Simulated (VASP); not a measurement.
Input of a VASP 6.6.1 run:

File INCAR:

```
SYSTEM = Ga
ALGO = Normal ; EDIFF = 1E-6
ENCUT = 520 ; GGA = PE
ISIF = 2 ; ISMEAR = -1
LASPH = .TRUE. ; LCHARG = .TRUE.
LELF = .TRUE. ; LREAL = .FALSE.
LVHAR = .TRUE. ; LWAVE = .FALSE.
NBANDS = 20 ; NELM = 100
PREC = Accurate ; SIGMA = 0.05
```

The input KPOINTS:

```
k-points
0
G
  11 11 11
  0 0 0
```

Contents of POSCAR:

```
Ga
1.0
    0.0000000000      2.7059606877      2.7059606877
    2.7059606877      0.0000000000      2.7059606877
    2.7059606877      2.7059606877      0.0000000000
Ga
2
Direct
   -0.1250000000     -0.1250000000     -0.1250000000
    0.1250000000      0.1250000000      0.1250000000
```

Potentials or basis: VASP PAW PBE potentials, release 64 (Ga_d).

Launch:

```bash
$ cat potpaw_PBE.64/Ga_d/POTCAR > POTCAR
$ mpirun -np 1 vasp_std > vasp.out
```

Estimate the band gap on the k mesh.

zero (band 13 reaches 7.90 eV, above the bottom of band 14 at 2.87 eV).

Predict the pressure.

16.6 GPa.
